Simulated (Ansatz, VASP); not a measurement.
# AlCo3: VASP beside Ansatz

INCAR

```
ALGO = Normal
EDIFF = 1E-6
ENCUT = 520
GGA = PS
ISIF = 2
ISMEAR = 1
ISPIN = 2
LASPH = T
LCHARG = F
LMAXMIX = 4
LORBIT = 11
LREAL = F
LWAVE = F
MAGMOM = 0 1.48 1.48 1.48
NBANDS = 27
NELM = 150
PREC = Accurate
SIGMA = 0.05
```

The input KPOINTS:

```
k-points
0
Gamma
  12 12 12
```

The input POSCAR:

```
AlCo3
1.0
    3.5749480000      0.0000000000      0.0000000000
    0.0000000000      3.5749480000      0.0000000000
    0.0000000000      0.0000000000      3.5749480000
Al Co
1 3
Direct
    0.0000000000      0.0000000000      0.0000000000
    0.5000000000      0.5000000000      0.0000000000
    0.5000000000      0.0000000000      0.5000000000
    0.0000000000      0.5000000000      0.5000000000
```

Input for Ansatz:

```yaml
crystal:
  lattice:
    - [3.574948, 0.0, 0.0]
    - [0.0, 3.574948, 0.0]
    - [0.0, 0.0, 3.574948]
  atoms:
    - { symbol: Al, position: [0.0, 0.0, 0.0] }
    - { symbol: Co, position: [0.5, 0.5, 0.0], spin: 1.48 }
    - { symbol: Co, position: [0.5, 0.0, 0.5], spin: 1.48 }
    - { symbol: Co, position: [0.0, 0.5, 0.5], spin: 1.48 }
basis:
  ecutwfc: 420
kpoints:
  mp_grid: { grid: [12, 12, 12] }
hamiltonian:
  xc: pbesol
scf:
  occupations: { method: methfessel_paxton, width: 0.05 }
output:
  forces: true
  stress: true
  eigenvalues: true
  populations: true
magnetization:
  spin_polarized: true
```

Alike in both runs: task single point; functional PBEsol; k mesh 12 × 12 × 12; occupations methfessel-paxton of order 1, width 0.05 eV; collinear spin.

|  | VASP | Ansatz |
| --- | --- | --- |
| version | VASP 6.6.1 | Ansatz 0.2.0 |
| potentials or method | VASP PAW PBE potentials, release 64 (Al, Co), cutoff 520 eV | scalar-relativistic, plane waves, PAW |
| valence electrons in the cell | 30 | 54 |

Ansatz gave:

```
gap on the k mesh at the Fermi level (eV)                     : none
pressure (GPa)                                                : -7.4
net moment per atom (μB)                                      : 0.97
size of the moment on the site where the two differ most (μB) : 1.35
```

Q: What did VASP give for the same quantities?

A: gap on the k mesh at the Fermi level (eV): none; pressure (GPa): -7.6; net moment per atom (μB): 0.97; size of the moment on the site where the two differ most (μB): 1.33.

VASP's potentials were made for PBE, not for PBEsol. Site moments also hang on the region over which each program counts them. A gap of «none» marks a metal or a gap that the smearing closes. VASP's potentials hold 30 valence electrons a cell and Ansatz's 54, so a difference there can come from the potentials and not from the codes. Ansatz's warnings: stability check not made.
